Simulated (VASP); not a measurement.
# BN in VASP: notebook

The runs below take BN through single point, with PBE, r2SCAN.

All numbers are computed with VASP 6.6.1; they aren't measurements. Logs are shortened: lines on timing, memory, paths and dates and some standing lists are left out, and cuts for length are marked.

### 1 The cell of the first run

The structure is hexagonal, space group P6_3/mmc (No. 194). The conventional cell has a = 2.512 Å, b = 2.512 Å, c = 8.334 Å, α = 90.00°, β = 90.00°, γ = 120.00°. Within 1.9 Å of B (site symmetry -6m2) lie 3 N at 1.45 Å. N (site symmetry -6m2) has 3 B at 1.45 Å within 1.9 Å.

### 2 Single point, PBE

INCAR reads:

```
PREC = Accurate ; ENCUT = 520
EDIFF = 1E-6 ; ISMEAR = 0
SIGMA = 0.1 ; LREAL = False
LASPH = True ; NELM = 60
ALGO = Normal ; ISIF = 2
LWAVE = False ; LCHARG = False
GGA = PE ; NBANDS = 26
```

KPOINTS reads:

```
regular mesh
0
Gamma
  6 6 1
```

POSCAR reads:

```
BN
1.0
    2.5121913017      0.0000000000      0.0000000000
   -1.2560956508      2.1756214864      0.0000000000
    0.0000000000      0.0000000000     16.6681223616
B N
4 4
Direct
    0.6666666667      0.3333333333      0.1250000000
    0.6666666667      0.3333333333      0.6250000000
    0.3333333333      0.6666666667      0.3750000000
    0.3333333333      0.6666666667      0.8750000000
    0.3333333333      0.6666666667      0.1250000000
    0.3333333333      0.6666666667      0.6250000000
    0.6666666667      0.3333333333      0.3750000000
    0.6666666667      0.3333333333      0.8750000000
```

Potentials or basis: VASP PAW PBE potentials, release 64 (B, N).

Started as:

```sh
cat potpaw_PBE.64/B/POTCAR potpaw_PBE.64/N/POTCAR > POTCAR
mpirun -np 1 vasp_std > vasp.out
```

OUTCAR:

```text
PREC = Accurate
   ENCUT = 520
   EDIFF = 1E-6
   ISMEAR = 0
   LREAL = False
   LASPH = True
   NELM = 60
   ISIF = 2
   GGA = PE

 ion  position               nearest neighbor table
   1  0.667  0.333  0.125-   5 1.45   5 1.45   5 1.45
   2  0.667  0.333  0.625-   6 1.45   6 1.45   6 1.45
   3  0.333  0.667  0.375-   7 1.45   7 1.45   7 1.45
   4  0.333  0.667  0.875-   8 1.45   8 1.45   8 1.45
   5  0.333  0.667  0.125-   1 1.45   1 1.45   1 1.45
   6  0.333  0.667  0.625-   2 1.45   2 1.45   2 1.45
   7  0.667  0.333  0.375-   3 1.45   3 1.45   3 1.45
   8  0.667  0.333  0.875-   4 1.45   4 1.45   4 1.45

  LATTYP: Found a hexagonal cell.
 ALAT       =     2.5121913017
 C/A-ratio  =     6.6348937481

  Lattice vectors:

 A1 = (   2.5121913017,   0.0000000000,   0.0000000000)
 A2 = (  -1.2560956508,   2.1756214864,   0.0000000000)
 A3 = (   0.0000000000,   0.0000000000,  16.6681223616)

Analysis of symmetry for initial positions (statically):
=====================================================================
 Subroutine PRICEL returns following result:

  LATTYP: Found a hexagonal cell.
 ALAT       =     2.5121913017
 C/A-ratio  =     3.3174468740

  Lattice vectors:

 A1 = (   2.5121913017,   0.0000000000,   0.0000000000)
 A2 = (  -1.2560956508,   2.1756214864,   0.0000000000)
 A3 = (   0.0000000000,   0.0000000000,   8.3340611808)

   2 primitive cells build up your supercell.

 Routine SETGRP: Setting up the symmetry group for a
 hexagonal supercell.

 Subroutine GETGRP returns: Found 24 space group operations
 (whereof 12 operations were pure point group operations)
 out of a pool of 24 trial point group operations.

The static configuration has the point symmetry D_3d.
 The point group associated with its full space group is D_6h.

Analysis of symmetry for dynamics (positions and initial velocities):
=====================================================================
 Subroutine PRICEL returns following result:

  LATTYP: Found a hexagonal cell.
 ALAT       =     2.5121913017
 C/A-ratio  =     3.3174468740

  Lattice vectors:

 A1 = (   2.5121913017,   0.0000000000,   0.0000000000)
 A2 = (  -1.2560956508,   2.1756214864,   0.0000000000)
 A3 = (   0.0000000000,   0.0000000000,   8.3340611808)

   2 primitive cells build up your supercell.

 Routine SETGRP: Setting up the symmetry group for a
 hexagonal supercell.

 Subroutine GETGRP returns: Found 24 space group operations
 (whereof 12 operations were pure point group operations)
 out of a pool of 24 trial point group operations.

The dynamic configuration has the point symmetry D_3d.
 The point group associated with its full space group is D_6h.

 Subroutine INISYM returns: Found 24 space group operations
 (whereof 12 operations are pure point group operations),
 and found     2 'primitive' translations

----------------------------------------------------------------------------------------

                                     Primitive cell

  volume of cell :      45.5505

  direct lattice vectors                    reciprocal lattice vectors
     2.512191302  0.000000000  0.000000000     0.398058858  0.229819389  0.000000000
    -1.256095651  2.175621486  0.000000000     0.000000000  0.459638777  0.000000000
     0.000000000  0.000000000  8.334061181     0.000000000  0.000000000  0.119989520

  length of vectors
     2.512191302  2.512191302  8.334061181     0.459638777  0.459638777  0.119989520

  position of ions in fractional coordinates (direct lattice)
     0.666666667  0.333333333  0.250000000
     0.333333333  0.666666667  0.750000000
     0.333333333  0.666666667  0.250000000
     0.666666667  0.333333333  0.750000000

  ion indices of the primitive-cell ions
   primitive index   ion index
                 1           1
                 2           3
                 3           5
                 4           7

----------------------------------------------------------------------------------------

 KPOINTS: regular mesh

Automatic generation of k-mesh.
 Grid dimensions read from file:
 generate k-points for:    6    6    1

 Generating k-lattice:

  Cartesian coordinates                     Fractional coordinates (reciprocal lattice)
     0.066343143  0.038303231  0.000000000     0.166666667 -0.000000000  0.000000000
     0.000000000  0.076606463  0.000000000     0.000000000  0.166666667  0.000000000
     0.000000000  0.000000000  0.059994760     0.000000000  0.000000000  1.000000000

  Length of vectors
     0.076606463  0.076606463  0.059994760

  Shift w.r.t. Gamma in fractional coordinates (k-lattice)
     0.000000000  0.000000000  0.000000000

 Subroutine IBZKPT returns following result:
 ===========================================

 Found      7 irreducible k-points:

 Following reciprocal coordinates:
            Coordinates               Weight
  0.000000  0.000000  0.000000      1.000000
  0.166667  0.000000  0.000000      6.000000
  0.333333  0.000000  0.000000      6.000000
  0.500000  0.000000  0.000000      3.000000
  0.166667  0.166667  0.000000      6.000000
  0.333333  0.166667  0.000000     12.000000
  0.333333  0.333333  0.000000      2.000000
   k-points           NKPTS =      7   k-points in BZ     NKDIM =      7   number of bands    NBANDS=     26
   number of dos      NEDOS =    301   number of ions     NIONS =      8
   total plane-waves  NPLWV =  50400
   dimension x,y,z NGX =    20 NGY =   20 NGZ =  126
   dimension x,y,z NGXF=    40 NGYF=   40 NGZF=  252
   ions per type =               4   4
   NGX,Y,Z   is equivalent  to a cutoff of  13.24, 13.24, 12.57 a.u.
   NGXF,Y,Z  is equivalent  to a cutoff of  26.47, 26.47, 25.13 a.u.
 SYSTEM =  unknown system
   PREC   = accura    normal or accurate (medium, high low for compatibility)
   ISTART =      0    job   : 0-new  1-cont  2-samecut
   ICHARG =      2    charge: 1-file 2-atom 10-const
   ISPIN  =      1    spin polarized calculation?
   LNONCOLLINEAR =      F non collinear calculations
   LSORBIT =      F    spin-orbit coupling
   LASPH  =      T    aspherical Exc in radial PAW
   ENCUT  =  520.0 eV  38.22 Ry    6.18 a.u.   4.67  4.67 30.99*2*pi/ulx,y,z
   NELM   =     60;   NELMIN=  2; NELMDL= -5     # of ELM steps
   EDIFF  = 0.1E-05   stopping-criterion for ELM
   LREAL  =      F    real-space projection
   EDIFFG = 0.1E-04   stopping-criterion for IOM
   NSW    =      0    number of steps for IOM
   IBRION =     -1    ionic relax: 0-MD 1-quasi-New 2-CG
   NFREE  =      0    steps in history (QN), initial steepest desc. (CG)
   ISIF   =      2    stress and relaxation
   ISYM   =      2    0-nonsym 1-usesym 2-fastsym
   POTIM  = 0.5000    time-step for ionic-motion
   TEBEG  =    0.0;   TEEND  =   0.0 temperature during run
   PSTRESS=    0.0 pullay stress
   NELECT =      32.0000    total number of electrons
   NUPDOWN=      -1.0000    fix difference up-down
   EMIN   =  10.00;   EMAX   =-10.00  energy-range for DOS
   EFERMI =   0.00;   METHOD = LEGACY
   ISMEAR =     0;   SIGMA  =   0.10  broadening in eV -4-tet -1-fermi 0-gaus
   EFERMI_NEDOS =   21; number of points for ismear=-14 and -15
   IALGO  =     38    algorithm
   IMIX   =      4    mixing-type and parameters
     AMIX     =   0.40;   BMIX     =  1.00
     AMIX_MAG =   1.60;   BMIX_MAG =  1.00
  volume/ion in A,a.u.               =      11.39        76.85
  Fermi-wavevector in a.u.,A,eV,Ry     =   1.155094  2.182811 18.153460  1.334242
  Thomas-Fermi vector in A             =   2.291725
   LORBIT       =      0    0 simple, 1 ext, 2 COOP (PROOUT), +10 PAW based schemes
   GGA     = PE    functional components
   LHFCALC =     F    Hartree Fock is set to
   AEXX    =    0.0000 exact exchange contribution
   IVDW    =     0    specifies the selected vdW correction
   LEPSILON=     F    determine dielectric tensor
   LRPA    =     F    only Hartree local field effects (RPA)
 non-spin polarized calculation
 Gauss-broadening in eV      SIGMA  =   0.10
  energy-cutoff  :      520.00
  volume of cell :       91.10
 maximum number of plane-waves:      2497
 NGX is ok and might be reduce to    20

 number of electron      32.0000003 magnetization

 Free energy of the ion-electron system (eV)
  ---------------------------------------------------
  ext. energy  EPLUGINS =         0.00000000
  ---------------------------------------------------
  free energy    TOTEN  =       -70.41347290 eV

  energy without entropy =      -70.41347290  energy(sigma->0) =      -70.41347290

 E-fermi :   1.0840     XC(G=0):  -8.5870

 val. band max:        0.6094165190   @ k =   0.3333   0.3333   0.0000
 cond. band min:       5.0091839179   @ k =   0.0000   0.0000   0.0000
 fundamental gap:      4.3997673990
 Fermi energy:         1.0840031284

 k-point     1 :       0.0000    0.0000    0.0000
  band No.  band energies     occupation
      1     -17.0213      2.00000
      2     -17.0006      2.00000
      3     -17.0006      2.00000
      4     -16.9799      2.00000
      5      -4.8821      2.00000
      6      -4.5954      2.00000
[... 18 lines left out ...]
     25      12.1290      0.00000
     26      12.1367      0.00000

 k-point     2 :       0.1667    0.0000    0.0000
  band No.  band energies     occupation
      1     -16.4963      2.00000
      2     -16.4774      2.00000
      3     -16.4774      2.00000
      4     -16.4583      2.00000
      5      -4.1643      2.00000
      6      -3.8922      2.00000
[... 18 lines left out ...]
     25      11.8238      0.00000
[... 115 lines left out ...]
     25      13.1818      0.00000
     26      13.2195      0.00000

 k-point     7 :       0.3333    0.3333    0.0000
  band No.  band energies     occupation
      1     -13.3699      2.00000
      2     -13.3699      2.00000
      3     -13.3698      2.00000
      4     -13.3698      2.00000
      5      -7.2549      2.00000
      6      -7.2442      2.00000
[... 18 lines left out ...]
     25      13.6834      0.00000
     26      13.9511      0.00000

------------------------ aborting loop because EDIFF is reached ----------------------------------------

  FORCE on cell =-STRESS in cart. coord.  units (eV):
  Direction    XX          YY          ZZ          XY          YZ          ZX
  --------------------------------------------------------------------------------------
  -------------------------------------------------------------------------------------
  Total        0.0568134      0.0568134     -0.0400515      0.0000000     -0.0000000      0.0000000
  in kB        0.9991676      0.9991676     -0.7043787      0.0000000     -0.0000000      0.0000000
  external PRESSURE =       0.4313189 kB  Pullay stress =       0.0000000 kB

 VOLUME and BASIS-vectors are now :
 -----------------------------------------------------------------------------
  energy-cutoff  :      520.00
  volume of cell :       91.10
      direct lattice vectors                 reciprocal lattice vectors
     2.512191302  0.000000000  0.000000000     0.398058858  0.229819389  0.000000000
    -1.256095651  2.175621486  0.000000000     0.000000000  0.459638777  0.000000000
     0.000000000  0.000000000 16.668122362     0.000000000  0.000000000  0.059994760

 POSITION                                       TOTAL-FORCE (eV/Angst)
 -----------------------------------------------------------------------------------
      1.25610      0.72521      2.08352         0.000000     -0.000000      0.000000
      1.25610      0.72521     10.41758         0.000000     -0.000000      0.000000
     -0.00000      1.45041      6.25055        -0.000000      0.000000      0.000000
     -0.00000      1.45041     14.58461         0.000000      0.000000      0.000000
     -0.00000      1.45041      2.08352        -0.000000      0.000000     -0.000000
     -0.00000      1.45041     10.41758         0.000000      0.000000     -0.000000
      1.25610      0.72521      6.25055        -0.000000     -0.000000     -0.000000
      1.25610      0.72521     14.58461        -0.000000     -0.000000      0.000000
 -----------------------------------------------------------------------------------
    total drift:                               -0.000000      0.000000      0.000000

  FREE ENERGIE OF THE ION-ELECTRON SYSTEM (eV)
  ---------------------------------------------------
  free  energy   TOTEN  =       -70.4134729030 eV

  energy  without entropy=      -70.4134729030  energy(sigma->0) =      -70.41347290
```

Run time: 11 s. Hardware: 1 thread of Intel Xeon 6975P-C (Granite Rapids), shared host; peak memory 0.2 GiB.

Results:

| Item | Value |
| --- | --- |
| Free energy | -70.4135 eV |
| Pressure | 0.0 GPa |
| Band gap on the k mesh | 4.40 eV |

Stress tensor (GPa, compression positive):
```
 0.10  0.00  0.00
 0.00  0.10  0.00
 0.00  0.00 -0.07
```

Levels at points of the mesh, in eV from the valence-band top:
```tsv
k point	band 14	band 15	band 16	band 17	band 18	band 19
(0.00, 0.00, 0.00)	-1.35	-1.35	-1.35	4.40	5.69	5.69
(0.50, 0.00, 0.00)	-0.90	-0.90	-0.78	4.58	4.77	4.77
```

Caveat: the k points lie up to 0.48 Å⁻¹ apart; this functional lacks dispersion, which binds the layers, so the pressure and a relaxed spacing across them are unreliable.

### 3 Single point, PBE

This run uses another cell than the first one: it holds 4 atoms, not 8.

INCAR reads:

```
SYSTEM = BN
ALGO = Normal
EDIFF = 1E-6
ENCUT = 520
GGA = PE
ISIF = 2
ISMEAR = 0
LASPH = .TRUE.
LCHARG = .FALSE.
LREAL = .FALSE.
LWAVE = .FALSE.
NBANDS = 16
NELM = 60
PREC = Accurate
SIGMA = 0.02
```

KPOINTS reads:

```
k-points
0
G
  12 12 4
  0 0 0
```

POSCAR reads:

```
BN
1.0
    2.5121913017      0.0000000000      0.0000000000
   -1.2560956508      2.1756214864      0.0000000000
    0.0000000000      0.0000000000      8.3340611808
B N
2 2
Direct
    0.6666666667      0.3333333333      0.2500000000
    0.3333333333      0.6666666667      0.7500000000
    0.3333333333      0.6666666667      0.2500000000
    0.6666666667      0.3333333333      0.7500000000
```

Potentials or basis: VASP PAW PBE potentials, release 64 (B, N).

Started as:

```sh
cat potpaw_PBE.64/B/POTCAR potpaw_PBE.64/N/POTCAR > POTCAR
mpirun -np 1 vasp_std > vasp.out
```

It took 16 s on 1 thread of Intel Xeon 6975P-C (Granite Rapids), shared host; peak memory 0.17 GiB.

Results (log left out):

- Free energy: -35.2072 eV
- Pressure: 0.1 GPa
- Band gap on the k mesh: 4.40 eV, indirect (least direct gap 4.66 eV)

Stress tensor (GPa, compression positive):
```
 0.12  0.00  0.00
 0.00  0.12  0.00
 0.00  0.00 -0.07
```

Levels at points of the mesh, in eV from the valence-band top:
```
           k point  band 5  band 6  band 7  band 8  band 9  band 10  band 11  band 12
(0.00, 0.00, 0.00)   -1.35   -1.35   -1.35   -1.35    4.40     7.78    10.09    11.50
(0.50, 0.00, 0.00)   -4.12   -4.12   -1.02   -0.78    4.58     5.01     9.43     9.86
(0.00, 0.00, 0.50)   -1.35   -1.35   -1.35   -1.35    5.69     5.69    11.51    11.51
(0.50, 0.00, 0.50)   -4.12   -4.12   -0.90   -0.90    4.77     4.77     9.69     9.69
```

Caveat: this functional lacks dispersion, which binds the layers, so the pressure and a relaxed spacing across them are unreliable. A k mesh can miss the band edges.

### 4 Single point, PBE

This run uses another cell than the first one: it holds 4 atoms, not 8.

INCAR reads:

```
SYSTEM = BN
PREC = Accurate
ENCUT = 520
EDIFF = 1E-6
ISMEAR = 0
SIGMA = 0.01
LREAL = .FALSE.
LASPH = .TRUE.
NELM = 60
ALGO = Normal
ISIF = 2
LWAVE = .FALSE.
LCHARG = .TRUE.
GGA = PE
LELF = .TRUE.
LVHAR = .TRUE.
NBANDS = 16
```

KPOINTS reads:

```
Automatic mesh
0
G
  12 12 4
  0 0 0
```

POSCAR reads:

```
BN
1.0
    2.5121454896      0.0000000000      0.0000000000
   -1.2560727448      2.1755818120      0.0000000000
    0.0000000000      0.0000000000      8.4919950728
B N
2 2
Direct
    0.6666666667      0.3333333333      0.2500000000
    0.3333333333      0.6666666667      0.7500000000
    0.3333333333      0.6666666667      0.2500000000
    0.6666666667      0.3333333333      0.7500000000
```

Started as:

```sh
cat potpaw_PBE.64/B/POTCAR potpaw_PBE.64/N/POTCAR > POTCAR
mpirun -np 1 vasp_std > vasp.out
```

Wall time 17 s (1 thread of Intel Xeon 6975P-C (Granite Rapids), shared host); peak memory 0.17 GiB.

It converged, with:

```
Free energy            : -35.2074 eV
Pressure               : 0.1 GPa
Band gap on the k mesh : 4.36 eV, indirect (least direct gap 4.66 eV)
```

Stress tensor (GPa, compression positive):
```
 0.13  0.00  0.00
 0.00  0.13  0.00
 0.00  0.00 -0.10
```

Levels at points of the mesh, in eV from the valence-band top:
| k point | band 4 | band 5 | band 6 | band 7 | band 8 | band 9 | band 10 | band 11 | band 12 | band 13 |
| --- | --- | --- | --- | --- | --- | --- | --- | --- | --- | --- |
| (0.00, 0.00, 0.00) | -4.92 | -1.35 | -1.35 | -1.35 | -1.35 | 4.36 | 7.60 | 9.87 | 11.51 | 11.51 |
| (0.50, 0.00, 0.00) | -8.85 | -4.12 | -4.12 | -1.00 | -0.79 | 4.59 | 4.99 | 9.43 | 9.86 | 12.06 |
| (0.00, 0.00, 0.50) | -5.20 | -1.35 | -1.35 | -1.35 | -1.35 | 5.59 | 5.59 | 11.50 | 11.50 | 11.51 |
| (0.50, 0.00, 0.50) | -8.85 | -4.12 | -4.12 | -0.90 | -0.90 | 4.77 | 4.77 | 9.69 | 9.69 | 12.62 |

Caveat: this functional lacks dispersion, which binds the layers, so the pressure and a relaxed spacing across them are unreliable. A k mesh can miss the band edges.

### 5 Single point, r2SCAN

This run uses another cell than the first one: it holds 4 atoms, not 8.

POSCAR reads:

```
BN
1.0
    2.5121913017      0.0000000000      0.0000000000
   -1.2560956508      2.1756214864      0.0000000000
    0.0000000000      0.0000000000      8.3340611808
B N
2 2
Direct
    0.6666666667      0.3333333333      0.2500000000
    0.3333333333      0.6666666667      0.7500000000
    0.3333333333      0.6666666667      0.2500000000
    0.6666666667      0.3333333333      0.7500000000
```

INCAR.step1 reads:

```
PREC     = Accurate       # precision mode
ENCUT    = 520            # plane-wave cutoff, eV
ISMEAR   = 0              # smearing method
SIGMA    = 0.02           # smearing width, eV
LREAL    = False          # projectors in reciprocal space
LASPH    = True           # aspherical terms in the spheres
NELM     = 60             # most SCF steps
NBANDS   = 16             # bands
GGA      = PE             # functional
ALGO     = Normal         # electronic algorithm
EDIFF    = 1E-4           # SCF threshold, eV
LWAVE    = True           # write WAVECAR
LCHARG   = False          # write CHGCAR
```

INCAR.step2 reads:

```
PREC     = Accurate       # precision mode
ENCUT    = 520            # plane-wave cutoff, eV
EDIFF    = 1E-6           # SCF threshold, eV
ISMEAR   = 0              # smearing method
SIGMA    = 0.02           # smearing width, eV
LREAL    = False          # projectors in reciprocal space
LASPH    = True           # aspherical terms in the spheres
NELM     = 60             # most SCF steps
ALGO     = Normal         # electronic algorithm
ISIF     = 2              # what is computed and relaxed
LWAVE    = False          # write WAVECAR
LCHARG   = True           # write CHGCAR
METAGGA  = R2SCAN         # meta-GGA
LMIXTAU  = True         
LELF     = True           # ELF
LVHAR    = True         
NBANDS   = 16             # bands
ISTART   = 1
```

KPOINTS reads:

```
Automatic mesh
0
Gamma
  12 12 4
```

Started as:

```sh
cat potpaw_PBE.64/B/POTCAR potpaw_PBE.64/N/POTCAR > POTCAR
cp INCAR.step1 INCAR
mpirun -np 1 vasp_std > vasp.out
cp INCAR.step2 INCAR
mpirun -np 1 vasp_std > vasp.out
```

Wall time 63 s (1 thread of Intel Xeon 6975P-C (Granite Rapids), shared host); peak memory 0.17 GiB.

It converged, with:

- Free energy: -38.5536 eV
- Pressure: -2.7 GPa
- Band gap on the k mesh: 4.64 eV, indirect (least direct gap 5.37 eV)

Stress tensor (GPa, compression positive):
```
-3.46  0.00  0.00
 0.00 -3.46  0.00
 0.00  0.00 -1.08
```

Levels at points of the mesh, in eV from the valence-band top:
| k point | band 6 | band 7 | band 8 | band 9 | band 10 | band 11 |
| --- | --- | --- | --- | --- | --- | --- |
| (0.00, 0.00, 0.00) | -1.37 | -1.37 | -1.37 | 4.64 | 8.15 | 10.77 |
| (0.50, 0.00, 0.00) | -4.26 | -1.02 | -0.78 | 5.18 | 5.67 | 10.08 |
| (0.00, 0.00, 0.50) | -1.37 | -1.37 | -1.37 | 5.99 | 5.99 | 12.27 |
| (0.50, 0.00, 0.50) | -4.26 | -0.90 | -0.90 | 5.39 | 5.39 | 10.39 |

Caveat: the PAW data sets were made with another functional, which shifts forces and pressure a little. A k mesh can miss the band edges.

(Continued in part 2 of 2.)
